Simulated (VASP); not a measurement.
# B5N in VASP: further runs

Runs on B5N. Level: PBE. Tasks: single point, relaxation of cell and atoms.

All numbers are computed with VASP 6.6.1; they aren't measurements. Logs are shortened: lines on timing, memory, paths and dates and some standing lists are left out, and cuts for length are marked.

### Step 1. The cell of the first run

The typed cell holds 6 atoms: a = 3.296 Å, b = 3.296 Å, c = 5.785 Å, α = 90.00°, β = 90.00°, γ = 120.00°.

The cell was built from a structure type or drawn by symmetry, and may not be a known phase.

### Step 2. Single point, PBE

File INCAR:

```
SYSTEM = B5N
PREC     = Accurate       ! precision mode
ENCUT    = 520            ! plane-wave cutoff, eV
EDIFF    = 1E-7           ! SCF threshold, eV
ISMEAR   = 0              ! smearing method
SIGMA    = 0.1            ! smearing width, eV
LREAL    = .FALSE.        ! projectors in reciprocal space
LASPH    = .TRUE.         ! aspherical terms in the spheres
NELM     = 80             ! most SCF steps
ALGO     = Normal         ! electronic algorithm
ISIF     = 2              ! what is computed and relaxed
LWAVE    = .FALSE.        ! write WAVECAR
LCHARG   = .TRUE.         ! write CHGCAR
GGA      = PE             ! functional
LELF     = .TRUE.         ! ELF
LVHAR    = .TRUE.       
NBANDS   = 19             ! bands
```

File KPOINTS:

```
Automatic mesh
0
G
  6 6 6
  0 0 0
```

File POSCAR:

```
B5N
1.0
    3.2957516237      0.0000000000      0.0000000000
   -1.6478758118      2.8542046307      0.0000000000
    0.0000000000      0.0000000000      5.7845370884
B N
5 1
Direct
    0.5011721603      0.5011721603      0.0000000000
    0.3333333333      0.6666666667      0.5000000000
    0.0000000000      0.4988278397      0.0000000000
    0.4988278397      0.0000000000      0.0000000000
    0.6666666667      0.3333333333      0.5000000000
    0.0000000000      0.0000000000      0.5000000000
```

Potentials or basis: VASP PAW PBE potentials, release 64 (B, N).

On the command line:

```sh
cat potpaw_PBE.64/B/POTCAR potpaw_PBE.64/N/POTCAR > POTCAR
mpirun -np 1 vasp_std > vasp.out
```

OUTCAR:

```text
SYSTEM = B5N
   PREC = Accurate
   ENCUT = 520
   EDIFF = 1E-7
   ISMEAR = 0
   LREAL = .FALSE.
   LASPH = .TRUE.
   NELM = 80
   ISIF = 2
   GGA = PE

 ion  position               nearest neighbor table
   1  0.501  0.501  0.000-   4 1.65   4 1.65   3 1.65   3 1.65
   2  0.333  0.667  0.500-   6 1.90   5 1.90   5 1.90   6 1.90   6 1.90   5 1.90
   3  0.000  0.499  0.000-   1 1.65   1 1.65   4 1.65   4 1.65
   4  0.499  0.000  0.000-   1 1.65   1 1.65   3 1.65   3 1.65
   5  0.667  0.333  0.500-   6 1.90   2 1.90   2 1.90   6 1.90   6 1.90   2 1.90
   6  0.000  0.000  0.500-   2 1.90   5 1.90   2 1.90   5 1.90   5 1.90   2 1.90

  LATTYP: Found a hexagonal cell.
 ALAT       =     3.2957516237
 C/A-ratio  =     1.7551495831

  Lattice vectors:

 A1 = (   3.2957516237,   0.0000000000,   0.0000000000)
 A2 = (  -1.6478758118,   2.8542046307,   0.0000000000)
 A3 = (   0.0000000000,   0.0000000000,   5.7845370884)

Analysis of symmetry for initial positions (statically):
=====================================================================
 Subroutine PRICEL returns:
 Original cell was already a primitive cell.

 Routine SETGRP: Setting up the symmetry group for a
 hexagonal supercell.

 Subroutine GETGRP returns: Found 12 space group operations
 (whereof 12 operations were pure point group operations)
 out of a pool of 24 trial point group operations.

The static configuration has the point symmetry D_3h.

Analysis of symmetry for dynamics (positions and initial velocities):
=====================================================================
 Subroutine PRICEL returns:
 Original cell was already a primitive cell.

 Routine SETGRP: Setting up the symmetry group for a
 hexagonal supercell.

 Subroutine GETGRP returns: Found 12 space group operations
 (whereof 12 operations were pure point group operations)
 out of a pool of 24 trial point group operations.

The dynamic configuration has the point symmetry D_3h.

 Subroutine INISYM returns: Found 12 space group operations
 (whereof 12 operations are pure point group operations),
 and found     1 'primitive' translations

----------------------------------------------------------------------------------------

                                     Primitive cell

  volume of cell :      54.4137

  direct lattice vectors                    reciprocal lattice vectors
     3.295751624  0.000000000  0.000000000     0.303420923  0.175180152  0.000000000
    -1.647875812  2.854204631  0.000000000     0.000000000  0.350360303  0.000000000
     0.000000000  0.000000000  5.784537088     0.000000000  0.000000000  0.172874680

  length of vectors
     3.295751624  3.295751624  5.784537088     0.350360303  0.350360303  0.172874680

  position of ions in fractional coordinates (direct lattice)
     0.501172160  0.501172160  0.000000000
     0.333333333  0.666666667  0.500000000
     0.000000000  0.498827840  0.000000000
     0.498827840  0.000000000  0.000000000
     0.666666667  0.333333333  0.500000000
     0.000000000  0.000000000  0.500000000

  ion indices of the primitive-cell ions
   primitive index   ion index
                 1           1
                 2           2
                 3           3
                 4           4
                 5           5
                 6           6

----------------------------------------------------------------------------------------

 KPOINTS: Automatic mesh

Automatic generation of k-mesh.
 Grid dimensions read from file:
 generate k-points for:    6    6    6

 Generating k-lattice:

  Cartesian coordinates                     Fractional coordinates (reciprocal lattice)
     0.050570154  0.029196692  0.000000000     0.166666667  0.000000000  0.000000000
     0.000000000  0.058393384  0.000000000     0.000000000  0.166666667  0.000000000
     0.000000000  0.000000000  0.028812447     0.000000000  0.000000000  0.166666667

  Length of vectors
     0.058393384  0.058393384  0.028812447

  Shift w.r.t. Gamma in fractional coordinates (k-lattice)
     0.000000000  0.000000000  0.000000000

 Subroutine IBZKPT returns following result:
 ===========================================

 Found     28 irreducible k-points:

 Following reciprocal coordinates:
            Coordinates               Weight
  0.000000  0.000000  0.000000      1.000000
  0.166667 -0.000000  0.000000      6.000000
  0.333333  0.000000  0.000000      6.000000
  0.500000 -0.000000  0.000000      3.000000
  0.166667  0.166667  0.000000      6.000000
  0.333333  0.166667  0.000000     12.000000
[... 16 lines left out ...]
  0.166667 -0.000000  0.500000      6.000000
  0.333333  0.000000  0.500000      6.000000
 [... further k-points ...]
   k-points           NKPTS =     28   k-points in BZ     NKDIM =     28   number of bands    NBANDS=     19
   number of dos      NEDOS =    301   number of ions     NIONS =      6
   total plane-waves  NPLWV =  37632
   dimension x,y,z NGX =    28 NGY =   28 NGZ =   48
   dimension x,y,z NGXF=    56 NGYF=   56 NGZF=   96
   ions per type =               5   1
   NGX,Y,Z   is equivalent  to a cutoff of  14.12, 14.12, 13.80 a.u.
   NGXF,Y,Z  is equivalent  to a cutoff of  28.25, 28.25, 27.59 a.u.
 SYSTEM =  B5N
   PREC   = accura    normal or accurate (medium, high low for compatibility)
   ISTART =      0    job   : 0-new  1-cont  2-samecut
   ICHARG =      2    charge: 1-file 2-atom 10-const
   ISPIN  =      1    spin polarized calculation?
   LNONCOLLINEAR =      F non collinear calculations
   LSORBIT =      F    spin-orbit coupling
   LASPH  =      T    aspherical Exc in radial PAW
   ENCUT  =  520.0 eV  38.22 Ry    6.18 a.u.   6.13  6.13 10.76*2*pi/ulx,y,z
   NELM   =     80;   NELMIN=  2; NELMDL= -5     # of ELM steps
   EDIFF  = 0.1E-06   stopping-criterion for ELM
   LREAL  =      F    real-space projection
   EDIFFG = 0.1E-05   stopping-criterion for IOM
   NSW    =      0    number of steps for IOM
   IBRION =     -1    ionic relax: 0-MD 1-quasi-New 2-CG
   NFREE  =      0    steps in history (QN), initial steepest desc. (CG)
   ISIF   =      2    stress and relaxation
   ISYM   =      2    0-nonsym 1-usesym 2-fastsym
   POTIM  = 0.5000    time-step for ionic-motion
   TEBEG  =    0.0;   TEEND  =   0.0 temperature during run
   PSTRESS=    0.0 pullay stress
   NELECT =      20.0000    total number of electrons
   NUPDOWN=      -1.0000    fix difference up-down
   EMIN   =  10.00;   EMAX   =-10.00  energy-range for DOS
   EFERMI =   0.00;   METHOD = LEGACY
   ISMEAR =     0;   SIGMA  =   0.10  broadening in eV -4-tet -1-fermi 0-gaus
   EFERMI_NEDOS =   21; number of points for ismear=-14 and -15
   IALGO  =     38    algorithm
   IMIX   =      4    mixing-type and parameters
     AMIX     =   0.40;   BMIX     =  1.00
     AMIX_MAG =   1.60;   BMIX_MAG =  1.00
  volume/ion in A,a.u.               =       9.07        61.20
  Fermi-wavevector in a.u.,A,eV,Ry     =   1.172687  2.216057 18.710660  1.375195
  Thomas-Fermi vector in A             =   2.309112
   LORBIT       =      0    0 simple, 1 ext, 2 COOP (PROOUT), +10 PAW based schemes
   GGA     = PE    functional components
   LHFCALC =     F    Hartree Fock is set to
   AEXX    =    0.0000 exact exchange contribution
   IVDW    =     0    specifies the selected vdW correction
   LEPSILON=     F    determine dielectric tensor
   LRPA    =     F    only Hartree local field effects (RPA)
 non-spin polarized calculation
 Gauss-broadening in eV      SIGMA  =   0.10
  energy-cutoff  :      520.00
  volume of cell :       54.41
 maximum number of plane-waves:      1491
 NGX is ok and might be reduce to    28
   NGX = 13   NGY = 13   NGZ = 21

 number of electron      20.0000000 magnetization

 Free energy of the ion-electron system (eV)
  ---------------------------------------------------
  ext. energy  EPLUGINS =         0.00000000
  ---------------------------------------------------
  free energy    TOTEN  =       -32.72973588 eV

  energy without entropy =      -32.70794941  energy(sigma->0) =      -32.71884264

 E-fermi :   4.4269     XC(G=0): -10.7085

 val. band max:        4.4166527984   @ k =   0.1667   0.1667   0.5000
 cond. band min:       4.4517470417   @ k =   0.1667   0.1667   0.3333
 fundamental gap:      0.0350942433
 Fermi energy:         4.4268652447

 k-point     1 :       0.0000    0.0000    0.0000
  band No.  band energies     occupation
      1     -13.4054      2.00000
      2      -8.5527      2.00000
      3      -2.9958      2.00000
      4      -2.5697      2.00000
      5      -0.6436      2.00000
      6      -0.6436      2.00000
[... 11 lines left out ...]
     18      12.0247      0.00000
     19      12.5791      0.00000

 k-point     2 :       0.1667   -0.0000    0.0000
  band No.  band energies     occupation
      1     -13.1170      2.00000
      2      -8.2367      2.00000
      3      -3.1573      2.00000
      4      -2.8609      2.00000
      5      -2.5352      2.00000
      6      -1.7175      2.00000
[... 11 lines left out ...]
     18      12.0467      0.00000
     19      12.1614      0.00000

 k-point     3 :       0.3333    0.0000    0.0000
  band No.  band energies     occupation
      1     -12.3782      2.00000
      2      -7.3970      2.00000
      3      -5.6469      2.00000
      4      -3.9789      2.00000
      5      -2.8870      2.00000
      6      -1.1818      2.00000
[... 11 lines left out ...]
     18      12.6011      0.00000
     19      12.9458      0.00000

 k-point     4 :       0.5000   -0.0000    0.0000
  band No.  band energies     occupation
      1     -11.8500      2.00000
      2      -7.2622      2.00000
      3      -5.8303      2.00000
      4      -5.2529      2.00000
      5      -3.3057      2.00000
      6       0.0964      2.00000
[... 407 lines left out ...]
     18      12.9510      0.00000
     19      12.9510      0.00000

 k-point    23 :       0.1667   -0.0000    0.5000
  band No.  band energies     occupation
      1     -13.0927      2.00000
      2      -8.4232      2.00000
      3      -3.2221      2.00000
      4      -2.9249      2.00000
      5      -1.7103      2.00000
      6      -0.7537      2.00000
[... 11 lines left out ...]
     18      11.5657      0.00000
     19      12.5216      0.00000

 k-point    24 :       0.3333    0.0000    0.5000
  band No.  band energies     occupation
      1     -12.3624      2.00000
      2      -7.4419      2.00000
      3      -5.7883      2.00000
      4      -4.0529      2.00000
      5      -2.8802      2.00000
      6       0.1179      2.00000
[... 11 lines left out ...]
     18      12.9448      0.00000
     19      13.4377      0.00000

 [... further k-points ...]
[... 5 lines left out ...]
  --------------------------------------------------------------------------------------
  -------------------------------------------------------------------------------------
  Total        0.0197178      0.0197178     -0.0296557      0.0000000      0.0000000     -0.0000000
  in kB        0.5805784      0.5805784     -0.8731934      0.0000000      0.0000000     -0.0000000
  external PRESSURE =       0.0959878 kB  Pullay stress =       0.0000000 kB

 VOLUME and BASIS-vectors are now :
 -----------------------------------------------------------------------------
  energy-cutoff  :      520.00
  volume of cell :       54.41
      direct lattice vectors                 reciprocal lattice vectors
     3.295751624  0.000000000  0.000000000     0.303420923  0.175180152  0.000000000
    -1.647875812  2.854204631  0.000000000     0.000000000  0.350360303  0.000000000
     0.000000000  0.000000000  5.784537088     0.000000000  0.000000000  0.172874680

 POSITION                                       TOTAL-FORCE (eV/Angst)
 -----------------------------------------------------------------------------------
      0.82587      1.43045      0.00000        -0.000092     -0.000160     -0.000000
     -0.00000      1.90280      2.89227         0.000000     -0.000000      0.000000
     -0.82201      1.42376      0.00000        -0.000092      0.000160      0.000000
      1.64401      0.00000      0.00000         0.000184     -0.000000      0.000000
      1.64788      0.95140      2.89227         0.000000     -0.000000      0.000000
      0.00000      0.00000      2.89227         0.000000     -0.000000      0.000000
 -----------------------------------------------------------------------------------
    total drift:                                0.000000      0.000000     -0.000000

  FREE ENERGIE OF THE ION-ELECTRON SYSTEM (eV)
  ---------------------------------------------------
  free  energy   TOTEN  =       -32.7297358757 eV

  energy  without entropy=      -32.7079494082  energy(sigma->0) =      -32.71884264
```

Run time: 37 s. Hardware: 1 thread of Intel Xeon 8259CL, shared host; peak memory 0.18 GiB.

Results:

* Free energy: -32.7297 eV
* Pressure: 0.0 GPa
* Band gap on the k mesh: zero (bands 10 and 11 overlap by 1.90 eV)

Stress tensor (GPa, compression positive):
```
 0.06  0.00  0.00
 0.00  0.06  0.00
 0.00  0.00 -0.09
```

Caveat: the k points lie up to 0.37 Å⁻¹ apart, too coarse for converged energies and pressures of a metal; this functional lacks dispersion, which binds the layers, so the pressure and a relaxed spacing across them are unreliable.

### Step 3. Single point, PBE, collinear spin, ferromagnetic start

File INCAR:

```
PREC = Accurate
ENCUT = 520
EDIFF = 1E-7
ISMEAR = 0
SIGMA = 0.1
LREAL = F
LASPH = T
NELM = 150
ALGO = Normal
ISIF = 2
LWAVE = F
LCHARG = F
ISPIN = 2
MAGMOM = 0 0 0 0 0 1
LORBIT = 11
GGA = PE
NBANDS = 23
```

File KPOINTS:

```
Automatic mesh
0
Gamma
  6 6 4
```

File POSCAR:

```
B5N
1.0
    3.2957516237      0.0000000000      0.0000000000
   -1.6478758118      2.8542046307      0.0000000000
    0.0000000000      0.0000000000      5.7845370884
B N
5 1
Direct
    0.5000000000      0.5000000000      0.0000000000
    0.3333333333      0.6666666667      0.5000000000
    0.0000000000      0.5000000000      0.0000000000
    0.5000000000      0.0000000000      0.0000000000
    0.6666666667      0.3333333333      0.5000000000
    0.0000000000      0.0000000000      0.5000000000
```

Potentials or basis: VASP PAW PBE potentials, release 64 (B, N).

On the command line:

```sh
cat potpaw_PBE.64/B/POTCAR potpaw_PBE.64/N/POTCAR > POTCAR
mpirun -np 1 vasp_std > vasp.out
```

OUTCAR:

```text
PREC = Accurate
   ENCUT = 520
   EDIFF = 1E-7
   ISMEAR = 0
   LREAL = F
   LASPH = T
   NELM = 150
   ISIF = 2
   ISPIN = 2
   LORBIT = 11
   GGA = PE

 ion  position               nearest neighbor table
   1  0.500  0.500  0.000-   4 1.65   4 1.65   3 1.65   3 1.65
   2  0.333  0.667  0.500-   6 1.90   5 1.90   5 1.90   6 1.90   6 1.90   5 1.90
   3  0.000  0.500  0.000-   1 1.65   1 1.65   4 1.65   4 1.65
   4  0.500  0.000  0.000-   1 1.65   1 1.65   3 1.65   3 1.65
   5  0.667  0.333  0.500-   6 1.90   2 1.90   2 1.90   6 1.90   6 1.90   2 1.90
   6  0.000  0.000  0.500-   2 1.90   5 1.90   2 1.90   5 1.90   5 1.90   2 1.90

  LATTYP: Found a hexagonal cell.
 ALAT       =     3.2957516237
 C/A-ratio  =     1.7551495831

  Lattice vectors:

 A1 = (   3.2957516237,   0.0000000000,   0.0000000000)
 A2 = (  -1.6478758118,   2.8542046307,   0.0000000000)
 A3 = (   0.0000000000,   0.0000000000,   5.7845370884)

Analysis of symmetry for initial positions (statically):
[... 1261 lines left out ...]
  Total       -0.1380189     -0.1380189      0.0387692     -0.0000000      0.0000000      0.0000000
  in kB       -4.0638820     -4.0638820      1.1415344     -0.0000000      0.0000000      0.0000000
  external PRESSURE =      -2.3287432 kB  Pullay stress =       0.0000000 kB

 VOLUME and BASIS-vectors are now :
 -----------------------------------------------------------------------------
  energy-cutoff  :      520.00
  volume of cell :       54.41
      direct lattice vectors                 reciprocal lattice vectors
     3.295751624  0.000000000  0.000000000     0.303420923  0.175180152  0.000000000
    -1.647875812  2.854204631  0.000000000     0.000000000  0.350360303  0.000000000
     0.000000000  0.000000000  5.784537088     0.000000000  0.000000000  0.172874680

 POSITION                                       TOTAL-FORCE (eV/Angst)
 -----------------------------------------------------------------------------------
      0.82394      1.42710      0.00000        -0.000000      0.000000     -0.000000
     -0.00000      1.90280      2.89227        -0.000000      0.000000     -0.000000
     -0.82394      1.42710      0.00000        -0.000000      0.000000     -0.000000
      1.64788      0.00000      0.00000        -0.000000      0.000000     -0.000000
      1.64788      0.95140      2.89227         0.000000      0.000000      0.000000
      0.00000      0.00000      2.89227        -0.000000      0.000000     -0.000000
 -----------------------------------------------------------------------------------
    total drift:                                0.000000     -0.000000      0.000000

  FREE ENERGIE OF THE ION-ELECTRON SYSTEM (eV)
  ---------------------------------------------------
  free  energy   TOTEN  =       -32.7371897932 eV

  energy  without entropy=      -32.7267297328  energy(sigma->0) =      -32.73195976

 total charge

# of ion       s       p       d       tot
------------------------------------------
    1        0.729   1.316   0.000   2.045
    2        0.705   0.904   0.000   1.609
    3        0.729   1.316   0.000   2.045
    4        0.729   1.316   0.000   2.045
    5        0.705   0.904   0.000   1.609
    6        1.398   2.110   0.000   3.508
--------------------------------------------------
tot          4.994   7.868   0.000  12.861

 magnetization (x)

# of ion       s       p       d       tot
------------------------------------------
    1        0.000  -0.000   0.000   0.000
    2        0.029   0.076   0.000   0.105
    3        0.000  -0.000   0.000   0.000
    4        0.000  -0.000   0.000   0.000
    5        0.029   0.076   0.000   0.105
    6        0.008   0.088   0.000   0.096
--------------------------------------------------
tot          0.067   0.239   0.000   0.305
```

Wall time 91 s (1 thread of Intel Xeon 8259CL, shared host); peak memory 0.22 GiB.

What came out:

```
Free energy                                           : -32.7372 eV
Pressure                                              : -0.2 GPa
Net moment                                            : 0.47 μB per cell
Site moments                                          : B +0.00, +0.10 (each value once); N +0.10 μB
Valence electrons inside the program's atomic spheres : B 2.04, 1.61 (each value once); N 3.51
```

Caveat: the k points lie up to 0.37 Å⁻¹ apart; this functional lacks dispersion, which binds the layers, so the pressure and a relaxed spacing across them are unreliable.

(Part 1 of 2 ends here.)
